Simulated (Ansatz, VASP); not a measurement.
## One calculation of Ge, two programs

```
Ge
1.0
     3.99565    0.00000    0.00000
    -1.99782    3.46033    0.00000
     0.00000    0.00000    6.80079
Ge
4
Direct
  0.66667 0.33333 0.06298
  0.33333 0.66667 0.56298
  0.66667 0.33333 0.43702
  0.33333 0.66667 0.93702
```

Change from the starting cell: strain +0.000 along x and y, +0.030 along z, atoms carried along.

Alike in both runs: task single point; functional r2SCAN; k mesh 12 × 12 × 6; occupations gaussian, width 0.03 eV; no spin polarisation.

```csv
,VASP,Ansatz
version,VASP 6.6.1,Ansatz 0.2.0
potentials or method,"VASP PAW PBE potentials, release 64 (Ge_d), cutoff 520 eV","scalar-relativistic, plane waves, PAW"
valence electrons in the cell,56,56
```

VASP gave:

```
gap on the k mesh at the Fermi level (eV)                     : none
pressure (GPa)                                                : -1.8
traceless stress, the component that is largest in VASP (GPa) : -3.24
rms of the force components (eV/Å)                            : 0.117
```

Problem. What did Ansatz give for the same quantities?

Solution. gap on the k mesh at the Fermi level (eV): none; pressure (GPa): -1.8; traceless stress, the component that is largest in VASP (GPa): -3.23; rms of the force components (eV/Å): 0.111.

VASP's potentials were made for PBE, not for r2SCAN. Atom by atom the forces differ by 0.007 eV/Å (rms over components). A gap of «none» marks a metal or a gap that the smearing closes. The functional is the same, so the differences come from potentials, cutoffs and numerics.
